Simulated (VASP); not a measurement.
# Si (Cmm2) in VASP: notebook

Runs on Si. Level: r2SCAN. Tasks: single point.

All numbers are computed with VASP 6.6.1; they aren't measurements. Logs are shortened: lines on timing, memory, paths and dates and some standing lists are left out, and cuts for length are marked.

## Step 1: The cell of the first run

It takes space group Cmm2 (No. 35, orthorhombic). Conventional cell: a = 7.681 Å, b = 7.681 Å, c = 5.431 Å, α = 90.00°, β = 90.00°, γ = 90.00°. Si (site symmetry mm2) has 4 Si at 2.12 to 2.64 Å within 2.8 Å. Si (site symmetry mm2) has 4 Si at 2.35 Å within 3.1 Å. Within 3.1 Å of Si (site symmetry 2) lie 4 Si at 2.35 Å. Si (site symmetry m) has 4 Si at 2.35 to 2.64 Å within 3.1 Å. Within 2.8 Å of Si (site symmetry m) lie 4 Si at 2.12 to 2.35 Å.

## Step 2: Single point, r2SCAN (atom 1 (Si) moved -0.450 Å along Cartesian [0 0 1])

Input file POSCAR:

```
Si
1.0
    5.4309400000      0.0000000000      0.0000000000
    0.0000000000     -5.4309400000      0.0000000000
    0.0000000000      0.0000000000     -5.4309400000
Si
8
Direct
    0.5000000000      0.0000000000      0.0828585843
    0.0000000000      0.5000000000      0.0000000000
    0.0000000000      0.0000000000      0.5000000000
    0.5000000000      0.5000000000      0.5000000000
    0.7500000000      0.7500000000      0.7500000000
    0.2500000000      0.2500000000      0.7500000000
    0.2500000000      0.7500000000      0.2500000000
    0.7500000000      0.2500000000      0.2500000000
```

Input file INCAR.step1:

```
SYSTEM = Si
PREC     = Accurate       ! precision mode
ENCUT    = 520            ! plane-wave cutoff, eV
ISMEAR   = 0              ! smearing method
SIGMA    = 0.05           ! smearing width, eV
LREAL    = .FALSE.        ! projectors in reciprocal space
LASPH    = .TRUE.         ! aspherical terms in the spheres
NELM     = 80             ! most SCF steps
NBANDS   = 26             ! bands
GGA      = PE             ! functional
ALGO     = Normal         ! electronic algorithm
EDIFF    = 1E-4           ! SCF threshold, eV
LWAVE    = .TRUE.         ! write WAVECAR
LCHARG   = .FALSE.        ! write CHGCAR
```

Input file INCAR.step2:

```
SYSTEM = Si
PREC     = Accurate       ! precision mode
ENCUT    = 520            ! plane-wave cutoff, eV
EDIFF    = 1E-6           ! SCF threshold, eV
ISMEAR   = 0              ! smearing method
SIGMA    = 0.05           ! smearing width, eV
LREAL    = .FALSE.        ! projectors in reciprocal space
LASPH    = .TRUE.         ! aspherical terms in the spheres
NELM     = 80             ! most SCF steps
ALGO     = Normal         ! electronic algorithm
ISIF     = 2              ! what is computed and relaxed
LWAVE    = .FALSE.        ! write WAVECAR
LCHARG   = .FALSE.        ! write CHGCAR
METAGGA  = R2SCAN         ! meta-GGA
LMIXTAU  = .TRUE.       
NBANDS   = 26             ! bands
ISTART   = 1
```

Input file KPOINTS:

```
regular mesh
0
G
  6 6 6
  0 0 0
```

Potentials or basis: VASP PAW PBE potentials, release 64 (Si).

Launch:

```
cat potpaw_PBE.64/Si/POTCAR > POTCAR
cp INCAR.step1 INCAR
mpirun -np 1 vasp_std > vasp.out
cp INCAR.step2 INCAR
mpirun -np 1 vasp_std > vasp.out
```

OUTCAR:

```text
SYSTEM = Si
   PREC = Accurate
   ENCUT = 520
   EDIFF = 1E-6
   ISMEAR = 0
   LREAL = .FALSE.
   LASPH = .TRUE.
   NELM = 80
   ISIF = 2
   METAGGA = R2SCAN
   ISTART = 1

 ion  position               nearest neighbor table
   1  0.500  0.000  0.083-   7 2.12   8 2.12   5 2.64   6 2.64
   2  0.000  0.500  0.000-   5 2.35   6 2.35   7 2.35   8 2.35
   3  0.000  0.000  0.500-   5 2.35   6 2.35   7 2.35   8 2.35
   4  0.500  0.500  0.500-   5 2.35   6 2.35   7 2.35   8 2.35
   5  0.750  0.750  0.750-   2 2.35   3 2.35   4 2.35   1 2.64
   6  0.250  0.250  0.750-   2 2.35   3 2.35   4 2.35   1 2.64
   7  0.250  0.750  0.250-   1 2.12   2 2.35   3 2.35   4 2.35
   8  0.750  0.250  0.250-   1 2.12   2 2.35   3 2.35   4 2.35

  LATTYP: Found a simple cubic cell.
 ALAT       =     5.4309400000

  Lattice vectors:

 A1 = (   5.4309400000,   0.0000000000,   0.0000000000)
 A2 = (   0.0000000000,  -5.4309400000,   0.0000000000)
 A3 = (   0.0000000000,   0.0000000000,  -5.4309400000)

Analysis of symmetry for initial positions (statically):
=====================================================================
 Subroutine PRICEL returns:
 Original cell was already a primitive cell.

 Routine SETGRP: Setting up the symmetry group for a
 simple cubic supercell.

 Subroutine GETGRP returns: Found  4 space group operations
 (whereof  2 operations were pure point group operations)
 out of a pool of 48 trial point group operations.

The static configuration has the point symmetry C_2 .
 The point group associated with its full space group is C_2v.

Analysis of symmetry for dynamics (positions and initial velocities):
=====================================================================
 Subroutine PRICEL returns:
 Original cell was already a primitive cell.

 Routine SETGRP: Setting up the symmetry group for a
 simple cubic supercell.

 Subroutine GETGRP returns: Found  4 space group operations
 (whereof  2 operations were pure point group operations)
 out of a pool of 48 trial point group operations.

The dynamic configuration has the point symmetry C_2 .
 The point group associated with its full space group is C_2v.

 Subroutine INISYM returns: Found  4 space group operations
 (whereof  2 operations are pure point group operations),
 and found     1 'primitive' translations

----------------------------------------------------------------------------------------

                                     Primitive cell

  volume of cell :     160.1862

  direct lattice vectors                    reciprocal lattice vectors
     5.430940000  0.000000000  0.000000000     0.184130187  0.000000000  0.000000000
     0.000000000 -5.430940000  0.000000000     0.000000000 -0.184130187  0.000000000
     0.000000000  0.000000000 -5.430940000     0.000000000  0.000000000 -0.184130187

  length of vectors
     5.430940000  5.430940000  5.430940000     0.184130187  0.184130187  0.184130187

  position of ions in fractional coordinates (direct lattice)
     0.500000000  0.000000000  0.082858584
     0.000000000  0.500000000  0.000000000
     0.000000000  0.000000000  0.500000000
     0.500000000  0.500000000  0.500000000
     0.750000000  0.750000000  0.750000000
     0.250000000  0.250000000  0.750000000
     0.250000000  0.750000000  0.250000000
     0.750000000  0.250000000  0.250000000

  ion indices of the primitive-cell ions
   primitive index   ion index
                 1           1
                 2           2
                 3           3
                 4           4
                 5           5
                 6           6
                 7           7
                 8           8

----------------------------------------------------------------------------------------

 KPOINTS: regular mesh

Automatic generation of k-mesh.
 Grid dimensions read from file:
 generate k-points for:    6    6    6

 Generating k-lattice:

  Cartesian coordinates                     Fractional coordinates (reciprocal lattice)
     0.030688365  0.000000000  0.000000000     0.166666667  0.000000000  0.000000000
     0.000000000 -0.030688365  0.000000000     0.000000000  0.166666667  0.000000000
     0.000000000  0.000000000 -0.030688365     0.000000000  0.000000000  0.166666667

  Length of vectors
     0.030688365  0.030688365  0.030688365

  Shift w.r.t. Gamma in fractional coordinates (k-lattice)
     0.000000000  0.000000000  0.000000000

 Subroutine IBZKPT returns following result:
 ===========================================

 Found     52 irreducible k-points:

 Following reciprocal coordinates:
            Coordinates               Weight
  0.000000  0.000000  0.000000      1.000000
  0.166667  0.000000  0.000000      4.000000
  0.000000  0.000000  0.166667      2.000000
  0.333333  0.000000  0.000000      4.000000
  0.000000  0.000000  0.333333      2.000000
  0.500000  0.000000  0.000000      2.000000
[... 16 lines left out ...]
  0.333333  0.000000  0.500000      4.000000
  0.500000  0.500000  0.000000      1.000000
 [... further k-points ...]
   k-points           NKPTS =     52   k-points in BZ     NKDIM =     52   number of bands    NBANDS=     26
   number of dos      NEDOS =    301   number of ions     NIONS =      8
   total plane-waves  NPLWV =  64000
   dimension x,y,z NGX =    40 NGY =   40 NGZ =   40
   dimension x,y,z NGXF=    80 NGYF=   80 NGZF=   80
   ions per type =               8
   NGX,Y,Z   is equivalent  to a cutoff of  12.24, 12.24, 12.24 a.u.
   NGXF,Y,Z  is equivalent  to a cutoff of  24.49, 24.49, 24.49 a.u.
 SYSTEM =  Si
   PREC   = accura    normal or accurate (medium, high low for compatibility)
   ISTART =      1    job   : 0-new  1-cont  2-samecut
   ICHARG =      0    charge: 1-file 2-atom 10-const
   ISPIN  =      1    spin polarized calculation?
   LNONCOLLINEAR =      F non collinear calculations
   LSORBIT =      F    spin-orbit coupling
   LASPH  =      T    aspherical Exc in radial PAW
   ENCUT  =  520.0 eV  38.22 Ry    6.18 a.u.  10.10 10.10 10.10*2*pi/ulx,y,z
   NELM   =     80;   NELMIN=  2; NELMDL=  0     # of ELM steps
   EDIFF  = 0.1E-05   stopping-criterion for ELM
   LREAL  =      F    real-space projection
   EDIFFG = 0.1E-04   stopping-criterion for IOM
   NSW    =      0    number of steps for IOM
   IBRION =     -1    ionic relax: 0-MD 1-quasi-New 2-CG
   NFREE  =      0    steps in history (QN), initial steepest desc. (CG)
   ISIF   =      2    stress and relaxation
   ISYM   =      2    0-nonsym 1-usesym 2-fastsym
   POTIM  = 0.5000    time-step for ionic-motion
   TEBEG  =    0.0;   TEEND  =   0.0 temperature during run
   PSTRESS=    0.0 pullay stress
   NELECT =      32.0000    total number of electrons
   NUPDOWN=      -1.0000    fix difference up-down
   EMIN   =  10.00;   EMAX   =-10.00  energy-range for DOS
   EFERMI =   0.00;   METHOD = LEGACY
   ISMEAR =     0;   SIGMA  =   0.05  broadening in eV -4-tet -1-fermi 0-gaus
   EFERMI_NEDOS =   21; number of points for ismear=-14 and -15
   IALGO  =     38    algorithm
   IMIX   =      4    mixing-type and parameters
     AMIX     =   0.40;   BMIX     =  1.00
     AMIX_MAG =   1.60;   BMIX_MAG =  1.00
  volume/ion in A,a.u.               =      20.02       135.12
  Fermi-wavevector in a.u.,A,eV,Ry     =   0.957010  1.808487 12.461143  0.915868
  Thomas-Fermi vector in A             =   2.085990
   LORBIT       =      0    0 simple, 1 ext, 2 COOP (PROOUT), +10 PAW based schemes
   METAGGA = R2SCAN    functional components
   LHFCALC =     F    Hartree Fock is set to
   AEXX    =    0.0000 exact exchange contribution
   IVDW    =     0    specifies the selected vdW correction
   LEPSILON=     F    determine dielectric tensor
   LRPA    =     F    only Hartree local field effects (RPA)
 non-spin polarized calculation
 Gauss-broadening in eV      SIGMA  =   0.05
  energy-cutoff  :      520.00
  volume of cell :      160.19
 maximum number of plane-waves:      4337
   NGX = 21   NGY = 21   NGZ = 21

 number of electron      32.0000004 magnetization

 Free energy of the ion-electron system (eV)
  ---------------------------------------------------
  ext. energy  EPLUGINS =         0.00000000
  ---------------------------------------------------
  free energy    TOTEN  =       -68.85084334 eV

  energy without entropy =      -68.85076352  energy(sigma->0) =      -68.85080343

 E-fermi :   6.2137     XC(G=0):  -9.8596

 val. band max:        6.1440719515   @ k =   0.1667   0.1667   0.0000
 cond. band min:       6.2885703233   @ k =   0.0000   0.0000   0.1667
 fundamental gap:      0.1444983718
 Fermi energy:         6.2137356901

 k-point     1 :       0.0000    0.0000    0.0000
  band No.  band energies     occupation
      1      -6.9026      2.00000
      2      -3.1393      2.00000
      3      -2.8810      2.00000
      4      -2.4625      2.00000
      5      -2.4572      2.00000
      6      -2.1585      2.00000
[... 18 lines left out ...]
     25       8.8555      0.00000
     26       9.5869      0.00000

 k-point     2 :       0.1667    0.0000    0.0000
  band No.  band energies     occupation
      1      -6.7759      2.00000
      2      -3.8981      2.00000
      3      -2.9011      2.00000
      4      -2.4935      2.00000
      5      -2.4219      2.00000
      6      -1.8343      2.00000
[... 18 lines left out ...]
     25       9.2982      0.00000
     26      10.1852      0.00000

 k-point     3 :       0.0000    0.0000    0.1667
  band No.  band energies     occupation
      1      -6.7845      2.00000
      2      -3.8390      2.00000
      3      -2.8519      2.00000
      4      -2.4815      2.00000
      5      -2.4179      2.00000
      6      -2.1091      2.00000
[... 18 lines left out ...]
     25       9.3473      0.00000
     26      10.2624      0.00000

 k-point     4 :       0.3333    0.0000    0.0000
  band No.  band energies     occupation
      1      -6.3991      2.00000
      2      -4.9237      2.00000
      3      -2.8021      2.00000
      4      -2.4289      2.00000
      5      -2.3371      2.00000
      6      -1.7415      2.00000
[... 18 lines left out ...]
     25      10.4553      0.00000
     26      10.5579      0.00000
[... 496 lines left out ...]
      1      -5.4894      2.00000
      2      -5.2643      2.00000
      3      -3.9585      2.00000
      4      -3.8127      2.00000
      5      -0.9070      2.00000
      6      -0.7482      2.00000
[... 18 lines left out ...]
     25      10.8451      0.00000
     26      10.9454      0.00000

 k-point    23 :       0.3333    0.0000    0.5000
  band No.  band energies     occupation
      1      -5.6749      2.00000
      2      -4.9063      2.00000
      3      -4.3004      2.00000
      4      -3.6310      2.00000
      5      -0.9689      2.00000
      6      -0.7787      2.00000
[... 18 lines left out ...]
     25      10.8775      0.00000
     26      11.2010      0.00000

 k-point    24 :       0.5000    0.5000    0.0000
  band No.  band energies     occupation
      1      -5.0867      2.00000
      2      -4.8571      2.00000
      3      -4.5612      2.00000
      4      -4.4598      2.00000
      5      -0.3176      2.00000
      6      -0.3044      2.00000
[... 18 lines left out ...]
     25      10.9945      0.00000
     26      11.3346      0.00000

 [... further k-points ...]

------------------------ aborting loop because EDIFF is reached ----------------------------------------

  FORCE on cell =-STRESS in cart. coord.  units (eV):
  Direction    XX          YY          ZZ          XY          YZ          ZX
  --------------------------------------------------------------------------------------
  -------------------------------------------------------------------------------------
  Total        3.6830152      3.6830152     -0.0752906     -4.9548662      0.0000000      0.0000000
  in kB       36.8374088     36.8374088     -0.7530545    -49.5584259      0.0000000      0.0000000
  external PRESSURE =      24.3072544 kB  Pullay stress =       0.0000000 kB

 VOLUME and BASIS-vectors are now :
 -----------------------------------------------------------------------------
  energy-cutoff  :      520.00
  volume of cell :      160.19
      direct lattice vectors                 reciprocal lattice vectors
     5.430940000  0.000000000  0.000000000     0.184130187  0.000000000  0.000000000
     0.000000000 -5.430940000  0.000000000     0.000000000 -0.184130187  0.000000000
     0.000000000  0.000000000 -5.430940000     0.000000000  0.000000000 -0.184130187

 POSITION                                       TOTAL-FORCE (eV/Angst)
 -----------------------------------------------------------------------------------
      2.71547      0.00000     -0.45000         0.000000      0.000000      5.585276
      0.00000     -2.71547      0.00000         0.000000      0.000000      0.731077
      0.00000      0.00000     -2.71547         0.000000      0.000000     -0.440144
      2.71547     -2.71547     -2.71547         0.000000      0.000000     -0.440144
      4.07320     -4.07320     -4.07320        -0.585835     -0.585835     -1.102656
      1.35773     -1.35773     -4.07320         0.585835      0.585835     -1.102656
      1.35773     -4.07320     -1.35773        -1.743805      1.743805     -1.615376
      4.07320     -1.35773     -1.35773         1.743805     -1.743805     -1.615376
 -----------------------------------------------------------------------------------
    total drift:                               -0.000000     -0.000000     -0.000108

  FREE ENERGIE OF THE ION-ELECTRON SYSTEM (eV)
  ---------------------------------------------------
  free  energy   TOTEN  =       -68.8508433383 eV

  energy  without entropy=      -68.8507635238  energy(sigma->0) =      -68.85080343
```

It took 6.7 min on 1 thread of Intel Xeon Platinum 8488C (Sapphire Rapids), shared host; peak memory 0.33 GiB.

Results:

```
Free energy            : -68.8508 eV
Pressure               : 2.4 GPa
Largest force          : 5.585 eV/Å
Band gap on the k mesh : 0.14 eV (least direct gap 0.37 eV)
```

Forces on the atoms (eV/Å):
```
Si   0.000  0.000  5.585
Si   0.000  0.000  0.731
Si   0.000  0.000 -0.440
Si   0.000  0.000 -0.440
Si  -0.586 -0.586 -1.103
Si   0.586  0.586 -1.103
Si  -1.744  1.744 -1.615
Si   1.744 -1.744 -1.615
```

Levels at points of the mesh, in eV from the valence-band top:
| k point | band 14 | band 15 | band 16 | band 17 | band 18 | band 19 |
| --- | --- | --- | --- | --- | --- | --- |
| (0.00, 0.00, 0.00) | -0.88 | -0.50 | -0.20 | 0.17 | 0.33 | 0.50 |
| (0.50, 0.00, 0.00) | -2.42 | -2.15 | -2.05 | 0.82 | 0.82 | 2.71 |
| (0.00, 0.00, 0.50) | -2.70 | -2.23 | -1.74 | 0.55 | 0.99 | 2.97 |
| (0.50, 0.50, 0.00) | -1.97 | -1.77 | -1.14 | 1.68 | 2.20 | 2.27 |
| (0.00, 0.50, 0.50) | -1.87 | -1.60 | -1.35 | 1.92 | 2.03 | 2.30 |
| (0.50, 0.50, 0.50) | -1.63 | -1.26 | -0.75 | 1.16 | 1.32 | 1.41 |

Caveat: the cell differs from its parent crystal (atom 1 (Si) moved -0.450 Å along Cartesian [0 0 1]); the PAW data sets were made with another functional, which shifts forces and pressure a little.

(Part 1 of 2 ends here.)
